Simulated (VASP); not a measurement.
A run of VASP 6.6.1 is set up as follows.

INCAR

```
ALGO = Normal
EDIFF = 1E-7
ENCUT = 520
GGA = PE
ISIF = 2
ISMEAR = -1
LASPH = True
LCHARG = False
LREAL = False
LWAVE = False
NBANDS = 11
NELM = 80
PREC = Accurate
SIGMA = 0.08
```

Contents of KPOINTS:

```
k-points
0
Gamma
  16 16 15
```

POSCAR

```
Pd
1.0
    2.4702350603      0.0000000000      0.0000000000
   -1.2351175302      2.1392863156      0.0000000000
    0.0000000000      0.0000000000      2.3893727006
Pd
1
Direct
    0.0000000000      0.0000000000      0.0000000000
```

Potentials or basis: VASP PAW PBE potentials, release 64 (Pd).

Launch:

```sh
$ cat potpaw_PBE.64/Pd/POTCAR > POTCAR
$ mpirun -np 1 vasp_std > vasp.out
```

(1) Estimate the band gap on the k mesh.

(2) What does it give for the pressure?

Results:

(1) zero (band 5 reaches 14.33 eV, above the bottom of band 6 at 11.05 eV).

(2) 80.3 GPa.
